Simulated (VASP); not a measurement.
# LiCl (Fm-3m) in VASP: further runs

The runs below take LiCl through single point, with PBEsol, r2SCAN.

Everything below comes from runs of VASP 6.6.1. Logs are shortened: lines on timing, memory, paths and dates and some standing lists are left out, and cuts for length are marked.

## 1. The cell of the first run

The structure is cubic, space group Fm-3m (No. 225). Conventional cell: a = 5.066 Å, b = 5.066 Å, c = 5.066 Å, α = 90.00°, β = 90.00°, γ = 90.00°. Within 3.3 Å of Li (site symmetry m-3m) lie 6 Cl at 2.53 Å. Cl (site symmetry m-3m) has 6 Li at 2.53 Å within 3.3 Å.

## 2. Single point, PBEsol

The input, INCAR:

```
SYSTEM = LiCl
PREC = Accurate
ENCUT = 520
EDIFF = 1E-6
ISMEAR = -1
SIGMA = 0.05
LREAL = .False.
LASPH = .True.
NELM = 80
ALGO = Normal
ISIF = 2
LWAVE = .False.
LCHARG = .False.
GGA = PS
NBANDS = 12
```

The input, KPOINTS:

```
Automatic mesh
0
Gamma
  8 8 8
  0 0 0
```

The input, POSCAR:

```
LiCl
1.0
    0.0000000000      2.5331770000      2.5331770000
    2.5331770000      0.0000000000      2.5331770000
    2.5331770000      2.5331770000      0.0000000000
Li Cl
1 1
Direct
    0.0000000000      0.0000000000      0.0000000000
    0.5000000000      0.5000000000      0.5000000000
```

Potentials or basis: VASP PAW PBE potentials, release 64 (Li_sv, Cl).

On the command line:

```bash
$ cat potpaw_PBE.64/Li_sv/POTCAR potpaw_PBE.64/Cl/POTCAR > POTCAR
$ mpirun -np 1 vasp_std > vasp.out
```

OUTCAR:

```text
SYSTEM = LiCl
   PREC = Accurate
   ENCUT = 520
   EDIFF = 1E-6
   ISMEAR = -1
   LREAL = .False.
   LASPH = .True.
   NELM = 80
   ISIF = 2
   GGA = PS

 ion  position               nearest neighbor table
   1  0.000  0.000  0.000-   2 2.53   2 2.53   2 2.53   2 2.53   2 2.53   2 2.53
   2  0.500  0.500  0.500-   1 2.53   1 2.53   1 2.53   1 2.53   1 2.53   1 2.53

  LATTYP: Found a face centered cubic cell.
 ALAT       =     5.0663540000

  Lattice vectors:

 A1 = (   0.0000000000,   2.5331770000,   2.5331770000)
 A2 = (   2.5331770000,   0.0000000000,   2.5331770000)
 A3 = (   2.5331770000,   2.5331770000,   0.0000000000)

Analysis of symmetry for initial positions (statically):
=====================================================================
 Subroutine PRICEL returns:
 Original cell was already a primitive cell.

 Routine SETGRP: Setting up the symmetry group for a
 face centered cubic supercell.

 Subroutine GETGRP returns: Found 48 space group operations
 (whereof 48 operations were pure point group operations)
 out of a pool of 48 trial point group operations.

The static configuration has the point symmetry O_h .

Analysis of symmetry for dynamics (positions and initial velocities):
=====================================================================
 Subroutine PRICEL returns:
 Original cell was already a primitive cell.

 Routine SETGRP: Setting up the symmetry group for a
 face centered cubic supercell.

 Subroutine GETGRP returns: Found 48 space group operations
 (whereof 48 operations were pure point group operations)
 out of a pool of 48 trial point group operations.

The dynamic configuration has the point symmetry O_h .

 Subroutine INISYM returns: Found 48 space group operations
 (whereof 48 operations are pure point group operations),
 and found     1 'primitive' translations

----------------------------------------------------------------------------------------

                                     Primitive cell

  volume of cell :      32.5107

  direct lattice vectors                    reciprocal lattice vectors
     0.000000000  2.533177000  2.533177000    -0.197380602  0.197380602  0.197380602
     2.533177000  0.000000000  2.533177000     0.197380602 -0.197380602  0.197380602
     2.533177000  2.533177000  0.000000000     0.197380602  0.197380602 -0.197380602

  length of vectors
     3.582453269  3.582453269  3.582453269     0.341873230  0.341873230  0.341873230

  position of ions in fractional coordinates (direct lattice)
     0.000000000  0.000000000  0.000000000
[... 89 lines left out ...]
   NELECT =      10.0000    total number of electrons
   NUPDOWN=      -1.0000    fix difference up-down
   EMIN   =  10.00;   EMAX   =-10.00  energy-range for DOS
   EFERMI =   0.00;   METHOD = LEGACY
   ISMEAR =    -1;   SIGMA  =   0.05  broadening in eV -4-tet -1-fermi 0-gaus
   EFERMI_NEDOS =   21; number of points for ismear=-14 and -15
   IALGO  =     38    algorithm
   IMIX   =      4    mixing-type and parameters
     AMIX     =   0.40;   BMIX     =  1.00
     AMIX_MAG =   1.60;   BMIX_MAG =  1.00
  volume/ion in A,a.u.               =      16.26       109.70
  Fermi-wavevector in a.u.,A,eV,Ry     =   1.105094  2.088325 16.615886  1.221233
  Thomas-Fermi vector in A             =   2.241576
   LORBIT       =      0    0 simple, 1 ext, 2 COOP (PROOUT), +10 PAW based schemes
   GGA     = PS    functional components
   LHFCALC =     F    Hartree Fock is set to
   AEXX    =    0.0000 exact exchange contribution
   IVDW    =     0    specifies the selected vdW correction
   LEPSILON=     F    determine dielectric tensor
   LRPA    =     F    only Hartree local field effects (RPA)
 non-spin polarized calculation
  energy-cutoff  :      520.00
  volume of cell :       32.51
 maximum number of plane-waves:       893
   NGX = 13   NGY = 13   NGZ = 13

 number of electron      10.0000000 magnetization

 number of electron       9.9999997 magnetization

 Free energy of the ion-electron system (eV)
  ---------------------------------------------------
  ext. energy  EPLUGINS =         0.00000000
  ---------------------------------------------------
  free energy    TOTEN  =        -7.63917246 eV

  energy without entropy =       -7.63917246  energy(sigma->0) =       -7.63917246

 E-fermi :   2.0262     XC(G=0):  -9.0732

 val. band max:        0.8204690430   @ k =   0.0000   0.0000   0.0000
 cond. band min:       7.1728799886   @ k =   0.0000   0.0000   0.0000
 fundamental gap:      6.3524109457
 Fermi energy:         2.0262171322

 k-point     1 :       0.0000    0.0000    0.0000
  band No.  band energies     occupation
      1     -41.9341      2.00000
      2     -12.7081      2.00000
      3       0.8205      2.00000
      4       0.8205      2.00000
      5       0.8205      2.00000
      6       7.1729      0.00000
      7      12.6618      0.00000
      8      12.6618      0.00000
      9      12.6618      0.00000
     10      15.4515      0.00000
     11      15.4516      0.00000
     12      15.5069      0.00000
[... 331 lines left out ...]
 k-point    24 :      -0.3750    0.2500    0.1250
  band No.  band energies     occupation
      1     -41.9297      2.00000
      2     -11.9458      2.00000
      3      -1.9261      2.00000
      4      -0.6055      2.00000
      5       0.1895      2.00000
      6       8.9395      0.00000
      7      10.0927      0.00000
      8      11.3513      0.00000
      9      12.6778      0.00000
     10      16.4159      0.00000
     11      17.1019      0.00000
     12      19.2171      0.00000

 [... further k-points ...]

------------------------ aborting loop because EDIFF is reached ----------------------------------------

  FORCE on cell =-STRESS in cart. coord.  units (eV):
  Direction    XX          YY          ZZ          XY          YZ          ZX
  --------------------------------------------------------------------------------------
  -------------------------------------------------------------------------------------
  Total       -0.0237189     -0.0237189     -0.0237189     -0.0000000     -0.0000000      0.0000000
  in kB       -1.1689014     -1.1689014     -1.1689014     -0.0000000     -0.0000000      0.0000000
  external PRESSURE =      -1.1689014 kB  Pullay stress =       0.0000000 kB

 VOLUME and BASIS-vectors are now :
 -----------------------------------------------------------------------------
  energy-cutoff  :      520.00
  volume of cell :       32.51
      direct lattice vectors                 reciprocal lattice vectors
     0.000000000  2.533177000  2.533177000    -0.197380602  0.197380602  0.197380602
     2.533177000  0.000000000  2.533177000     0.197380602 -0.197380602  0.197380602
     2.533177000  2.533177000  0.000000000     0.197380602  0.197380602 -0.197380602

 POSITION                                       TOTAL-FORCE (eV/Angst)
 -----------------------------------------------------------------------------------
      0.00000      0.00000      0.00000        -0.000000      0.000000     -0.000000
      2.53318      2.53318      2.53318         0.000000     -0.000000      0.000000
 -----------------------------------------------------------------------------------
    total drift:                                0.000000      0.000000      0.000000

  FREE ENERGIE OF THE ION-ELECTRON SYSTEM (eV)
  ---------------------------------------------------
  free  energy   TOTEN  =        -7.6391724568 eV

  energy  without entropy=       -7.6391724567  energy(sigma->0) =       -7.63917246
```

stdout:

```text
POSCAR found type information on POSCAR LiCl
 POSCAR found :  2 types and       2 ions
 scaLAPACK will be used
 -----------------------------------------------------------------------------
|                                                                             |
|                                                                             |
|     You enforced a specific xc type in the INCAR file but a different       |
|     I HOPE YOU KNOW WHAT YOU ARE DOING!                                     |
|                                                                             |
 -----------------------------------------------------------------------------

 LDA part: xc-table for (Slater+PW92), standard interpolation
 POSCAR, INCAR and KPOINTS ok, starting setup
 FFT: planning ... GRIDC
 FFT: planning ... GRID_SOFT
 FFT: planning ... GRID
 WAVECAR not read
 entering main loop
```

Wall time 4.8 s (1 thread of Intel Xeon 6975P-C (Granite Rapids), shared host); peak memory 0.15 GiB.

Results:

```yaml
Free_energy: -7.6392 eV
Band_gap_on_the_k_mesh: 6.35 eV, direct
```

Caveat: the cutoff is under 1.25 times the usual one of these potentials, so pressure, stress and relaxed cells hold a basis-set (Pulay) error; the PAW data sets were made with another functional, which shifts forces and pressure a little.

## 3. Single point, r2SCAN

POSCAR is that of step 2.

The input, INCAR.step1:

```
PREC = Accurate
ENCUT = 520
ISMEAR = -1
SIGMA = 0.05
LREAL = False
LASPH = True
NELM = 80
NBANDS = 12
GGA = PE
ALGO = Normal
EDIFF = 1E-4
LWAVE = True
LCHARG = False
```

The input, INCAR.step2:

```
PREC = Accurate
ENCUT = 520
EDIFF = 1E-7
ISMEAR = -1
SIGMA = 0.05
LREAL = False
LASPH = True
NELM = 80
ALGO = Normal
ISIF = 2
LWAVE = False
LCHARG = False
METAGGA = R2SCAN
LMIXTAU = True
NBANDS = 12
ISTART = 1
```

The input, KPOINTS:

```
Automatic mesh
0
Gamma
  8 8 8
```

Potentials or basis: VASP PAW PBE potentials, release 64 (Li_sv, Cl).

On the command line:

```bash
$ cat potpaw_PBE.64/Li_sv/POTCAR potpaw_PBE.64/Cl/POTCAR > POTCAR
$ cp INCAR.step1 INCAR
$ mpirun -np 1 vasp_std > vasp.out
$ cp INCAR.step2 INCAR
$ mpirun -np 1 vasp_std > vasp.out
```

It took 27 s on 1 thread of Intel Xeon 6975P-C (Granite Rapids), shared host; peak memory 0.15 GiB.

It converged, with:

- Free energy: -12.5874 eV
- Band gap on the k mesh: 7.54 eV, direct

Levels at points of the mesh, in eV from the valence-band top:
| k point | band 1 | band 2 | band 3 | band 4 | band 5 | band 6 | band 7 | band 8 | band 9 | band 10 |
| --- | --- | --- | --- | --- | --- | --- | --- | --- | --- | --- |
| (0.00, 0.00, 0.00) | -44.76 | -14.12 | 0.00 | 0.00 | 0.00 | 7.54 | 12.69 | 12.69 | 12.69 | 15.48 |
| (0.50, 0.00, 0.00) | -44.76 | -13.49 | -3.00 | -0.29 | -0.29 | 7.58 | 10.33 | 10.33 | 14.63 | 18.19 |
| (0.50, 0.50, 0.00) | -44.76 | -13.21 | -3.11 | -1.20 | -1.20 | 8.87 | 8.87 | 13.92 | 15.73 | 15.73 |

Caveat: the cutoff is under 1.25 times the usual one of these potentials, so pressure, stress and relaxed cells hold a basis-set (Pulay) error; the PAW data sets were made with another functional, which shifts forces and pressure a little. A k mesh can miss the band edges.
